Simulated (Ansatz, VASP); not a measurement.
Two plane-wave programs on C

```
C
1.0
     1.22814   -2.12651    0.00000
     1.22814    2.12651    0.00000
     0.00000    0.00000    7.11779
C
4
Direct
  0.08331 0.91669 0.74991
  0.58331 0.41669 0.25009
  0.91669 0.08331 0.25009
  0.41669 0.58331 0.74991
```

Alike in both runs: functional r2SCAN; k mesh 18 × 18 × 6; occupations gaussian, width 0.1 eV; no spin polarisation.

Ansatz relaxed the structure, and its values are those at the end. VASP's run is a single point on that final structure, the one shown.

```csv
,VASP,Ansatz
version,VASP 6.6.1,Ansatz 0.2.0
potentials or method,"VASP PAW PBE potentials, release 64 (C), cutoff 520 eV","scalar-relativistic, plane waves, PAW"
valence electrons in the cell,16,16
```

|  | VASP | Ansatz | Ansatz less VASP |
| --- | --- | --- | --- |
| gap on the k mesh at the Fermi level (eV) | none | none | - |
| pressure (GPa) | 0.6 | 0.0 | -0.64 |
| rms of the force components (eV/Å) | 0.003 | 0.003 | +0.0001 |

VASP's potentials were made for PBE, not for r2SCAN. A gap of «none» marks a metal or a gap that the smearing closes.
